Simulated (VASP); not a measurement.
# KTaO3 (Pm-3m) in VASP: notebook

Aim: see how the results for KTaO3 move with the level of theory and the settings. Levels: LDA, PBEsol. Tasks: single point.

Everything below comes from runs of VASP 6.6.1. Logs are shortened: lines on timing, memory, paths and dates and some standing lists are left out, and cuts for length are marked.

### Step 1. The cell of the first run

The structure is cubic, space group Pm-3m (No. 221). The conventional cell has a = 4.015 Å, b = 4.015 Å, c = 4.015 Å, α = 90.00°, β = 90.00°, γ = 90.00°. Ta (site symmetry m-3m) has 6 O at 2.01 Å within 2.7 Å. Within 3.7 Å of K (site symmetry m-3m) lie 12 O at 2.84 Å and 8 Ta at 3.48 Å. Within 2.7 Å of O (site symmetry 4/mmm) lie 2 Ta at 2.01 Å.

### Step 2. Single point, LDA

Input file INCAR:

```
SYSTEM = KTaO3
PREC = Accurate
ENCUT = 700
EDIFF = 1E-6
ISMEAR = -1
SIGMA = 0.05
LREAL = .FALSE.
LASPH = .TRUE.
NELM = 120
ALGO = Normal
ISIF = 2
LWAVE = .FALSE.
LCHARG = .TRUE.
LELF = .TRUE.
LVHAR = .TRUE.
NBANDS = 28
GGA_COMPAT = .FALSE.
```

Input file KPOINTS:

```
regular mesh
0
G
  7 7 7
  0 0 0
```

Input file POSCAR:

```
KTaO3
1.0
    4.0147133525      0.0000000000      0.0000000000
    0.0000000000      4.0147133525      0.0000000000
    0.0000000000      0.0000000000      4.0147133525
Ta K O
1 1 3
Direct
    0.0000000000      0.0000000000      0.0000000000
    0.5000000000      0.5000000000      0.5000000000
    0.0000000000      0.0000000000      0.5000000000
    0.0000000000      0.5000000000      0.0000000000
    0.5000000000      0.0000000000      0.0000000000
```

Potentials or basis: VASP PAW LDA potentials, release 64 (Ta_sv_GW, K_sv, O).

Run with:

```console
$ cat potpaw_LDA.64/Ta_sv_GW/POTCAR potpaw_LDA.64/K_sv/POTCAR potpaw_LDA.64/O/POTCAR > POTCAR
$ mpirun -np 1 vasp_std > vasp.out
```

OUTCAR:

```text
SYSTEM = KTaO3
   PREC = Accurate
   ENCUT = 700
   EDIFF = 1E-6
   ISMEAR = -1
   LREAL = .FALSE.
   LASPH = .TRUE.
   NELM = 120
   ISIF = 2

 ion  position               nearest neighbor table
   1  0.000  0.000  0.000-   3 2.01   4 2.01   5 2.01   3 2.01   4 2.01   5 2.01   2 3.48   2 3.48
                             2 3.48   2 3.48   2 3.48   2 3.48   2 3.48   2 3.48
   2  0.500  0.500  0.500-   3 2.84   4 2.84   5 2.84   4 2.84   5 2.84   3 2.84   5 2.84   5 2.84
                             3 2.84   4 2.84   4 2.84   3 2.84   1 3.48   1 3.48   1 3.48   1 3.48
   3  0.000  0.000  0.500-   1 2.01   1 2.01   2 2.84   2 2.84   2 2.84   2 2.84
   4  0.000  0.500  0.000-   1 2.01   1 2.01   2 2.84   2 2.84   2 2.84   2 2.84
   5  0.500  0.000  0.000-   1 2.01   1 2.01   2 2.84   2 2.84   2 2.84   2 2.84

  LATTYP: Found a simple cubic cell.
 ALAT       =     4.0147133525

  Lattice vectors:

 A1 = (   4.0147133525,   0.0000000000,   0.0000000000)
 A2 = (   0.0000000000,   4.0147133525,   0.0000000000)
 A3 = (   0.0000000000,   0.0000000000,   4.0147133525)

Analysis of symmetry for initial positions (statically):
=====================================================================
 Subroutine PRICEL returns:
 Original cell was already a primitive cell.

 Routine SETGRP: Setting up the symmetry group for a
 simple cubic supercell.

 Subroutine GETGRP returns: Found 48 space group operations
 (whereof 48 operations were pure point group operations)
 out of a pool of 48 trial point group operations.

The static configuration has the point symmetry O_h .

Analysis of symmetry for dynamics (positions and initial velocities):
=====================================================================
 Subroutine PRICEL returns:
 Original cell was already a primitive cell.

 Routine SETGRP: Setting up the symmetry group for a
 simple cubic supercell.

 Subroutine GETGRP returns: Found 48 space group operations
 (whereof 48 operations were pure point group operations)
 out of a pool of 48 trial point group operations.

The dynamic configuration has the point symmetry O_h .

 Subroutine INISYM returns: Found 48 space group operations
 (whereof 48 operations are pure point group operations),
 and found     1 'primitive' translations

----------------------------------------------------------------------------------------

                                     Primitive cell

  volume of cell :      64.7088

  direct lattice vectors                    reciprocal lattice vectors
     4.014713353  0.000000000  0.000000000     0.249083786  0.000000000  0.000000000
     0.000000000  4.014713353  0.000000000     0.000000000  0.249083786  0.000000000
     0.000000000  0.000000000  4.014713353     0.000000000  0.000000000  0.249083786
[... 91 lines left out ...]
   ISIF   =      2    stress and relaxation
   ISYM   =      2    0-nonsym 1-usesym 2-fastsym
   POTIM  = 0.5000    time-step for ionic-motion
   TEBEG  =    0.0;   TEEND  =   0.0 temperature during run
   PSTRESS=    0.0 pullay stress
   NELECT =      40.0000    total number of electrons
   NUPDOWN=      -1.0000    fix difference up-down
   EMIN   =  10.00;   EMAX   =-10.00  energy-range for DOS
   EFERMI =   0.00;   METHOD = LEGACY
   ISMEAR =    -1;   SIGMA  =   0.05  broadening in eV -4-tet -1-fermi 0-gaus
   EFERMI_NEDOS =   21; number of points for ismear=-14 and -15
   IALGO  =     38    algorithm
   IMIX   =      4    mixing-type and parameters
     AMIX     =   0.40;   BMIX     =  1.00
     AMIX_MAG =   1.60;   BMIX_MAG =  1.00
  volume/ion in A,a.u.               =      12.94        87.34
  Fermi-wavevector in a.u.,A,eV,Ry     =   1.394570  2.635355 26.460953  1.944825
  Thomas-Fermi vector in A             =   2.518106
   LORBIT       =      0    0 simple, 1 ext, 2 COOP (PROOUT), +10 PAW based schemes
   GGA     = CA    functional components
   LHFCALC =     F    Hartree Fock is set to
   AEXX    =    0.0000 exact exchange contribution
   IVDW    =     0    specifies the selected vdW correction
   LEPSILON=     F    determine dielectric tensor
   LRPA    =     F    only Hartree local field effects (RPA)
 non-spin polarized calculation
  energy-cutoff  :      700.00
  volume of cell :       64.71
 maximum number of plane-waves:      2777
 NGX is ok and might be reduce to    36
   NGX = 17   NGY = 17   NGZ = 17

 number of electron      39.9999997 magnetization

 Free energy of the ion-electron system (eV)
  ---------------------------------------------------
  ext. energy  EPLUGINS =         0.00000000
  ---------------------------------------------------
  free energy    TOTEN  =       -47.55895259 eV

  energy without entropy =      -47.55895259  energy(sigma->0) =      -47.55895259

 E-fermi :   3.7289     XC(G=0): -11.4585

 val. band max:        2.6510049284   @ k =   0.4286   0.4286   0.4286
 cond. band min:       4.7200827063   @ k =   0.0000   0.0000   0.0000
 fundamental gap:      2.0690777780
 Fermi energy:         3.7289405588

 k-point     1 :       0.0000    0.0000    0.0000
  band No.  band energies     occupation
      1     -64.5342      2.00000
      2     -31.2182      2.00000
      3     -31.2182      2.00000
      4     -31.2182      2.00000
      5     -24.1693      2.00000
      6     -14.4615      2.00000
[... 609 lines left out ...]
     27      13.2830      0.00000
     28      14.5040      0.00000

------------------------ aborting loop because EDIFF is reached ----------------------------------------

  FORCE on cell =-STRESS in cart. coord.  units (eV):
  Direction    XX          YY          ZZ          XY          YZ          ZX
  --------------------------------------------------------------------------------------
  -------------------------------------------------------------------------------------
  Total       -3.5138498     -3.5138498     -3.5138498      0.0000000      0.0000000      0.0000000
  in kB      -87.0021829    -87.0021829    -87.0021829      0.0000000      0.0000000      0.0000000
  external PRESSURE =     -87.0021829 kB  Pullay stress =       0.0000000 kB

 VOLUME and BASIS-vectors are now :
 -----------------------------------------------------------------------------
  energy-cutoff  :      700.00
  volume of cell :       64.71
      direct lattice vectors                 reciprocal lattice vectors
     4.014713353  0.000000000  0.000000000     0.249083786  0.000000000  0.000000000
     0.000000000  4.014713353  0.000000000     0.000000000  0.249083786  0.000000000
     0.000000000  0.000000000  4.014713353     0.000000000  0.000000000  0.249083786

 POSITION                                       TOTAL-FORCE (eV/Angst)
 -----------------------------------------------------------------------------------
      0.00000      0.00000      0.00000         0.000000      0.000000      0.000000
      2.00736      2.00736      2.00736         0.000000      0.000000      0.000000
      0.00000      0.00000      2.00736         0.000000      0.000000      0.000000
      0.00000      2.00736      0.00000         0.000000      0.000000      0.000000
      2.00736      0.00000      0.00000         0.000000      0.000000      0.000000
 -----------------------------------------------------------------------------------
    total drift:                                0.000000      0.000000     -0.000000

  FREE ENERGIE OF THE ION-ELECTRON SYSTEM (eV)
  ---------------------------------------------------
  free  energy   TOTEN  =       -47.5589525888 eV

  energy  without entropy=      -47.5589525885  energy(sigma->0) =      -47.55895259
```

OSZICAR:

```text
N       E                     dE             d eps       ncg     rms          rms(c)
DAV:   1     0.398441795626E+03    0.39844E+03   -0.26336E+04  1120   0.180E+03
DAV:   2    -0.303203217412E+02   -0.42876E+03   -0.41170E+03  1356   0.427E+02
DAV:   3    -0.567537962994E+02   -0.26433E+02   -0.26309E+02  1504   0.112E+02
[... 16 lines left out ...]
DAV:  20    -0.475590787645E+02    0.71912E-04   -0.27525E-04  1528   0.862E-02    0.566E+00
DAV:  21    -0.475589809135E+02    0.97851E-04   -0.15959E-04  1192   0.865E-02    0.327E+00
DAV:  22    -0.475589607464E+02    0.20167E-04   -0.29986E-05  1524   0.369E-02    0.154E+00
DAV:  23    -0.475589532817E+02    0.74647E-05   -0.16010E-05  1420   0.264E-02    0.374E-01
DAV:  24    -0.475589525888E+02    0.69289E-06   -0.21390E-06  1180   0.924E-03
   1 F= -.47558953E+02 E0= -.47558953E+02  d E =-.235371E-09
```

Run time: 40 s. Hardware: 1 thread of AMD EPYC 9R45 (Zen 5), shared host; peak memory 0.18 GiB.

Results:

| Item | Value |
| --- | --- |
| Free energy | -47.5590 eV |
| Pressure | -8.7 GPa |
| Band gap on the k mesh | 2.07 eV (least direct gap 2.64 eV) |

Caveat: the cell stands under tension; spin-orbit coupling is left out, which moves the levels of the heavy elements; an odd mesh through Γ misses points on the zone boundary, where band edges can lie.

### Step 3. Single point, PBEsol

This run uses another cell than the first one, of 11.93 Å³/atom.

Input file INCAR:

```
PREC = Accurate
ENCUT = 700
EDIFF = 1E-6
ISMEAR = -1
SIGMA = 0.05
LREAL = False
LASPH = True
NELM = 120
ALGO = Normal
ISIF = 2
LWAVE = False
LCHARG = False
GGA = PS
NBANDS = 28
GGA_COMPAT = False
```

Input file KPOINTS:

```
Automatic mesh
0
Gamma
  7 7 7
```

Changes to POSCAR since step 2:

```diff
@@ -2,5 +2,5 @@
 1.0
-    4.0147133525      0.0000000000      0.0000000000
-    0.0000000000      4.0147133525      0.0000000000
-    0.0000000000      0.0000000000      4.0147133525
+    3.9068832774      0.0000000000      0.0000000000
+    0.0000000000      3.9068832774      0.0000000000
+    0.0000000000      0.0000000000      3.9068832774
 Ta K O
```

Potentials or basis: VASP PAW PBE potentials, release 64 (Ta_sv_GW, K_sv, O).

Run with:

```console
$ cat potpaw_PBE.64/Ta_sv_GW/POTCAR potpaw_PBE.64/K_sv/POTCAR potpaw_PBE.64/O/POTCAR > POTCAR
$ mpirun -np 1 vasp_std > vasp.out
```

Run time: 65 s. Hardware: 1 thread of Intel Xeon 6975P-C (Granite Rapids), shared host; peak memory 0.24 GiB.

Results (log left out):

```yaml
Free_energy: -45.3558 eV
Pressure: 14.2 GPa
Band_gap_on_the_k_mesh: 2.31 eV (least direct gap 2.82 eV)
```

Levels at points of the mesh, in eV from the valence-band top:
| k point | band 18 | band 19 | band 20 | band 21 | band 22 | band 23 |
| --- | --- | --- | --- | --- | --- | --- |
| (0.00, 0.00, 0.00) | -0.51 | -0.51 | -0.51 | 2.31 | 2.31 | 2.31 |

Caveat: the cell stands under pressure; the PAW data sets were made with another functional, which shifts forces and pressure a little; spin-orbit coupling is left out, which moves the levels of the heavy elements; an odd mesh through Γ misses points on the zone boundary, where band edges can lie.
